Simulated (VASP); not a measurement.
Runs of VASP 6.6.1 on GaSb. The structure is that of space group Immm (No. 71), or close to it. The cells are those of the table. 

| cell | gap on the mesh (eV) | pressure (GPa) |
| --- | --- | --- |
| a = 4.095 Å, angles 130.1, 99.2, 101.4°, 2 atoms | none | 4.0 |
| a = 4.322 Å, angles 139.9, 108.2, 85.6°, 2 atoms | none | (a) |
| a = 4.152 Å, angles 133.4, 95.4, 102.6°, 2 atoms | none | 3.9 |
| a = 4.123 Å, angles 131.7, 97.3, 102.0°, 2 atoms | none | 3.9 |

Alike in all rows: task single point; level PBE; potentials or basis VASP PAW PBE potentials, release 64 (Ga_d, Sb); no spin polarisation; k mesh 16 × 16 × 16; cutoff (eV) 520; smearing gaussian 0.15 eV.

Problem. Fill in the values left out.

Solution. (a) 3.4.

Caveats: spin-orbit coupling is left out, which moves the levels of the heavy elements; the stress differs along the axes, from -4 to 20 GPa (at least some runs); the stress differs along the axes, from -6 to 10 GPa (at least some runs).

A k mesh can miss the band edges, and the runs leave out spin-orbit coupling on Ga, Sb.

A gap of «none» marks levels without a gap at the run's occupations.
